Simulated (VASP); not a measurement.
Write the native input for VASP 6.6.1 that does the following.

| Quantity | Value |
| --- | --- |
| Task | single point |
| Functional | PBE |
| Potentials or basis | VASP PAW PBE potentials, release 64 (Al, Ni) |
| Cutoff | 520 eV |
| k mesh | 14 × 14 × 14 |
| Occupations | methfessel-paxton, width 0.01 eV |
| Spin | no spin polarisation |
| Dipole correction | no |
| Further INCAR settings | ALGO = Fast; EDIFF = 1e-07; NBANDS = 24 |

The structure of AlNi3 lies in POSCAR:

```
AlNi3
1.0
    0.0000000000      2.8018887551      2.8018887551
    2.8018887551      0.0000000000      2.8018887551
    2.8018887551      2.8018887551      0.0000000000
Al Ni
1 3
Direct
    0.5000000000      0.5000000000      0.5000000000
    0.2500000000      0.2500000000      0.2500000000
    0.0000000000      0.0000000000      0.0000000000
    0.7500000000      0.7500000000      0.7500000000
```

These files were run (other wordings do the same):

INCAR

```
SYSTEM = AlNi3
ALGO = Fast
EDIFF = 1E-7
ENCUT = 520
GGA = PE
ISIF = 2
ISMEAR = 1
LASPH = .True.
LCHARG = .True.
LELF = .True.
LREAL = .False.
LVHAR = .True.
LWAVE = .False.
NBANDS = 24
NELM = 100
PREC = Accurate
SIGMA = 0.01
```

KPOINTS

```
k-points
0
Gamma
  14 14 14
  0 0 0
```

Potentials or basis: VASP PAW PBE potentials, release 64 (Al, Ni).

Launch:

```console
$ cat potpaw_PBE.64/Al/POTCAR potpaw_PBE.64/Ni/POTCAR > POTCAR
$ mpirun -np 1 vasp_std > vasp.out
```

Results of the run:

```yaml
Pressure: 7.0 GPa
Band_gap_on_the_k_mesh: zero (an odd number of electrons rules out a gap without spin polarisation)
```

Caveat: the cell stands under pressure.

Run time: 4.1 min on 1 thread of Intel Xeon 8259CL, on a shared host, peak memory 0.23 GiB.
